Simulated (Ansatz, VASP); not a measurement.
## CaB6 in VASP and in Ansatz

```
Ca B
1.0
     4.14792    0.00000    0.00000
     0.00000    4.14792    0.00000
     0.00000    0.00000    4.14792
Ca B
1 6
Direct
  0.00000 0.00000 0.00000
  0.50000 0.50000 0.20180
  0.50000 0.50000 0.79820
  0.20180 0.50000 0.50000
  0.79820 0.50000 0.50000
  0.50000 0.20180 0.50000
  0.50000 0.79820 0.50000
```

Alike in both runs: functional PBE; k mesh 8 × 8 × 8; occupations gaussian, width 0.01 eV; no spin polarisation.

Ansatz relaxed the structure, and its values are those at the end. VASP's run is a single point on that final structure, the one shown.

```csv
,VASP,Ansatz
version,VASP 6.6.1,Ansatz 0.2.0
potentials or method,"VASP PAW PBE potentials, release 64 (Ca_sv, B), cutoff 520 eV","scalar-relativistic, plane waves, PAW"
valence electrons in the cell,28,28
```

```csv
,VASP,Ansatz,Ansatz less VASP
gap on the k mesh at the Fermi level (eV),0.07,0.07,0.000
least direct gap on the mesh (eV),0.14,0.14,-0.002
pressure (GPa),0.1,0.0,-0.12
rms of the force components (eV/Å),0.009,0.001,-0.0088
```
